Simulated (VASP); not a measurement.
A run of VASP 6.6.1 is set up as follows.

INCAR

```
ALGO = Normal
EDIFF = 1E-7
ENCUT = 520
GGA = PE
ISIF = 2
ISMEAR = 0
IVDW = 12
LASPH = T
LCHARG = F
LREAL = F
LWAVE = F
NBANDS = 16
NELM = 100
PREC = Accurate
SIGMA = 0.01
```

KPOINTS

```
k-points
0
Gamma
  9 9 4
```

POSCAR

```
BN
1.0
    2.5439500013      0.0000000000      0.0000000000
   -1.2719750007      2.2031253271      0.0000000000
    0.0000000000      0.0000000000      4.2078153363
B N
2 2
Direct
    0.3333333333      0.6666666667      0.0002034648
    0.6666666667      0.3333333333      0.5002034648
    0.3333333333      0.6666666667      0.3747965352
    0.6666666667      0.3333333333      0.8747965352
```

Potentials or basis: VASP PAW PBE potentials, release 64 (B, N).

The run is started by

```sh
$ cat potpaw_PBE.64/B/POTCAR potpaw_PBE.64/N/POTCAR > POTCAR
$ mpirun -np 1 vasp_std > vasp.out
```

(1) Predict the largest force.

(2) Estimate the pressure.

(3) Estimate the dispersion energy per atom.

(4) Predict the band gap on the k mesh.

## Answers

(1) 0.007 eV/Å.

(2) -0.8 GPa.

(3) -0.210 eV.

(4) 5.19 eV, indirect (least direct gap 8.29 eV).
